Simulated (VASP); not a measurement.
# ZnS (R3m) in VASP: a series of runs, part 2 of 2

VASP 6.6.1. Earlier steps stand in the parts before.

## Step 3: Single point, PBE

The input, INCAR:

```
SYSTEM = ZnS
  ALGO = Normal
  EDIFF = 1E-6
  ENCUT = 520
  GGA = PE
  ISIF = 2
  ISMEAR = 0
  LASPH = .True.
  LCHARG = .False.
  LREAL = .False.
  LWAVE = .False.
  NBANDS = 16
  NELM = 80
  PREC = Accurate
  SIGMA = 0.05
```

The input, KPOINTS:

```
k-points
0
Gamma
  8 8 8
  0 0 0
```

The input, POSCAR:

```
ZnS
1.0
    0.0000000000      2.7215639840      2.7215639840
    2.7215639840      0.0000000000      2.7215639840
    2.7215639840      2.7215639840      0.0000000000
Zn S
1 1
Direct
    0.0000000000      0.0000000000      0.0000000000
    0.6704478189      0.7765173937      0.7765173937
```

Potentials or basis: VASP PAW PBE potentials, release 64 (Zn, S).

Command:

```
> cat potpaw_PBE.64/Zn/POTCAR potpaw_PBE.64/S/POTCAR > POTCAR
> mpirun -np 1 vasp_std > vasp.out
```

OUTCAR:

```text
SYSTEM = ZnS
   EDIFF = 1E-6
   ENCUT = 520
   GGA = PE
   ISIF = 2
   ISMEAR = 0
   LASPH = .True.
   LREAL = .False.
   NELM = 80
   PREC = Accurate

 ion  position               nearest neighbor table
   1  0.000  0.000  0.000-   2 2.11   2 2.45   2 2.45   2 2.45
   2  0.670  0.777  0.777-   1 2.11   1 2.45   1 2.45   1 2.45

  LATTYP: Found a face centered cubic cell.
 ALAT       =     5.4431279680

  Lattice vectors:

 A1 = (   0.0000000000,   2.7215639840,   2.7215639840)
[... 642 lines left out ...]

------------------------ aborting loop because EDIFF is reached ----------------------------------------

  FORCE on cell =-STRESS in cart. coord.  units (eV):
  Direction    XX          YY          ZZ          XY          YZ          ZX
  --------------------------------------------------------------------------------------
  -------------------------------------------------------------------------------------
  Total        0.7365895      0.7365895      0.7365895     -1.2945056      1.2945056     -1.2945056
  in kB       29.2718678     29.2718678     29.2718678    -51.4433056     51.4433056    -51.4433056
  external PRESSURE =      29.2718678 kB  Pullay stress =       0.0000000 kB

 VOLUME and BASIS-vectors are now :
 -----------------------------------------------------------------------------
  energy-cutoff  :      520.00
  volume of cell :       40.32
      direct lattice vectors                 reciprocal lattice vectors
     0.000000000  2.721563984  2.721563984    -0.183717893  0.183717893  0.183717893
     2.721563984  0.000000000  2.721563984     0.183717893 -0.183717893  0.183717893
     2.721563984  2.721563984  0.000000000     0.183717893  0.183717893 -0.183717893

 POSITION                                       TOTAL-FORCE (eV/Angst)
 -----------------------------------------------------------------------------------
      0.00000      0.00000      0.00000         1.382524     -1.382524     -1.382524
      4.22668      3.93801      3.93801        -1.382524      1.382524      1.382524
 -----------------------------------------------------------------------------------
    total drift:                                0.000055     -0.000061     -0.000061

  FREE ENERGIE OF THE ION-ELECTRON SYSTEM (eV)
  ---------------------------------------------------
  free  energy   TOTEN  =        -6.6032513981 eV

  energy  without entropy=       -6.6032513981  energy(sigma->0) =       -6.60325140
```

stdout:

```text
POSCAR found type information on POSCAR ZnS
 POSCAR found :  2 types and       2 ions
 scaLAPACK will be used
 LDA part: xc-table for (Slater+PW92), standard interpolation
 POSCAR, INCAR and KPOINTS ok, starting setup
 FFT: planning ... GRIDC
 FFT: planning ... GRID_SOFT
 FFT: planning ... GRID
 WAVECAR not read
 entering main loop
```

It took 81 s on 1 thread of Intel Xeon 8259CL, shared host; peak memory 0.19 GiB.

What came out:

```yaml
Free_energy: -6.6033 eV
Pressure: 2.9 GPa
Largest_force: 2.395 eV/Å
Band_gap_on_the_k_mesh: 1.93 eV
```

Forces on the atoms (eV/Å):
```
Zn   1.383 -1.383 -1.383
S   -1.383  1.383  1.383
```

Stress tensor (GPa, compression positive):
```
 2.93 -5.14 -5.14
-5.14  2.93  5.14
-5.14  5.14  2.93
```

Caveat: the cell differs from its parent crystal (all S atoms moved +0.250 Å, as atom 2 towards its neighbour atom 1 (Zn) at 2.357 Å); forces of over 1 eV/Å act on the atoms, so gaps and moduli don't describe the material at rest.

## Step 4: Single point, PBE

The input, INCAR:

```
ALGO = Normal
EDIFF = 1E-7
ENCUT = 520
GGA = PE
ISIF = 2
ISMEAR = 0
LASPH = T
LCHARG = F
LREAL = F
LWAVE = F
NBANDS = 16
NELM = 100
PREC = Accurate
SIGMA = 0.05
```

The input, KPOINTS:

```
k-points
0
Gamma
  8 8 8
```

POSCAR, as its differences from that of step 3:

```diff
@@ -9,2 +9,2 @@
     0.0000000000      0.0000000000      0.0000000000
-    0.6704478189      0.7765173937      0.7765173937
+    0.6107836831      0.7964054390      0.7964054390
```

Command:

```
> cat potpaw_PBE.64/Zn/POTCAR potpaw_PBE.64/S/POTCAR > POTCAR
> mpirun -np 1 vasp_std > vasp.out
```

Run time: 86 s. Hardware: 1 thread of Intel Xeon 8259CL, shared host; peak memory 0.19 GiB.

Results (log left out):

| Quantity | Value |
| --- | --- |
| Free energy | -5.8085 eV |
| Pressure | 11.1 GPa |
| Largest force | 6.592 eV/Å |
| Band gap on the k mesh | 1.88 eV |

Forces in eV/Å, atoms in the order of the input:
```
Zn   3.806 -3.806 -3.806
S   -3.806  3.806  3.806
```

Stress tensor (GPa, compression positive):
```
 11.07 -14.15 -14.15
-14.15  11.07  14.15
-14.15  14.15  11.07
```

Levels at points of the mesh, in eV from the valence-band top:
```tsv
k point	band 5	band 6	band 7	band 8	band 9	band 10	band 11	band 12	band 13	band 14
(0.00, 0.00, 0.00)	-6.40	-6.40	-0.88	0.00	0.00	1.88	6.10	6.10	7.21	11.17
(0.50, 0.00, 0.00)	-6.47	-6.47	-5.78	-1.23	-1.23	3.80	7.26	7.26	8.77	11.47
(0.00, 0.50, 0.00)	-6.32	-6.22	-4.89	-1.49	-0.34	2.79	5.51	7.81	8.36	11.35
(0.50, 0.50, 0.00)	-6.33	-6.26	-4.63	-2.31	-2.07	2.69	4.14	10.23	11.36	12.57
```

Caveat: the cell differs from its parent crystal (all S atoms moved +0.438 Å, as atom 2 towards its neighbour atom 1 (Zn) at 2.357 Å); the cell stands under pressure; forces of over 1 eV/Å act on the atoms, so gaps and moduli don't describe the material at rest.

## Step 5: Overview

| cell | gap on the mesh (eV) | pressure (GPa) | largest force (eV/Å) |
| --- | --- | --- | --- |
| as given, atomic positions A | 2.00 | 2.6 | 0.80 |
| as given, atomic positions B | 1.93 | 2.9 | 2.39 |
| as given, atomic positions C | 1.88 | 11.1 | 6.59 |

Alike in all rows: task single point; level PBE; potentials or basis VASP PAW PBE potentials, release 64 (Zn, S); no spin polarisation; k mesh 8 × 8 × 8; cutoff (eV) 520; smearing gaussian 0.05 eV.

Caveats: forces of over 1 eV/Å act on the atoms, so gaps and moduli don't describe the material at rest (at least some runs); the cell stands under pressure (at least some runs).

Absolute energies hang on the potentials; compare differences alone.
